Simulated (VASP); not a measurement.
Set up this calculation in VASP 6.6.1, as the native input.

```yaml
Task: single point
Functional: PBE
Potentials_or_basis: VASP PAW PBE potentials, release 64 (O, H, C)
Cutoff: 520 eV
k_mesh: 1 × 1 × 1
Occupations: fermi-dirac, width 0.02 eV
Spin: no spin polarisation
Dipole_correction: no
Further_INCAR_settings: LREAL = Auto; ALGO = Normal; EDIFF = 1e-06; NBANDS = 36
```

The structure of H10CO5 lies in POSCAR:

```
H10CO5
1.0
    5.2511710000      0.0000000000      0.0000000000
    0.0000000000      5.2511710000      0.0000000000
    0.0000000000      0.0000000000      5.2511710000
O H C
5 10 1
Direct
    0.8606270868      0.1880913800      0.2531625803
    0.6158816767      0.3810578631      0.8117237089
    0.3995108900      1.1056010174      0.3919697149
    0.3354680318      0.5720628789      0.1950802973
    1.0544314782      0.8236067727      0.7025861470
    0.8308432538      0.1716188637      0.0701367371
    1.0039855872      0.0878089858      0.3169769181
    0.5396320173      0.3322306586      0.6515879982
    0.4482619210      0.4430059505      0.8804893232
    0.3839143688      0.9389334303      0.4787694021
    0.5599512947      1.1021541671      0.3246133101
    0.2916111473      0.4059475496      0.2568569944
    0.5173512727      0.5383941982      0.1955754250
    0.6665180014      0.8284628324      0.8133423954
    0.9189378902      0.6859422403      1.0138310103
    0.8655021899      0.7591830470      0.8296625648
```

The input as run:

INCAR

```
SYSTEM = H10CO5
PREC = Accurate ; ENCUT = 520
EDIFF = 1E-6 ; ISMEAR = -1
SIGMA = 0.02 ; LREAL = Auto
LASPH = .True. ; NELM = 60
ALGO = Normal ; ISIF = 2
LWAVE = .False. ; LCHARG = .False.
GGA = PE ; NBANDS = 36
```

KPOINTS

```
Automatic mesh
0
Gamma
  1 1 1
  0 0 0
```

Potentials or basis: VASP PAW PBE potentials, release 64 (O, H, C).

Command:

```sh
$ cat potpaw_PBE.64/O/POTCAR potpaw_PBE.64/H/POTCAR potpaw_PBE.64/C/POTCAR > POTCAR
$ mpirun -np 1 vasp_gam > vasp.out
```

It gave:

```yaml
Pressure: 3.6 GPa
Largest_force: 4.736 eV/Å
Band_gap_on_the_k_mesh: 3.96 eV
```

Caveat: the k points lie up to 1.20 Å⁻¹ apart.

It took 11 s on 1 thread of Intel(R) Xeon(R) Platinum 8375C CPU @ 2.90GHz (Ice Lake), with other jobs on the host, peak memory 0.22 GiB.
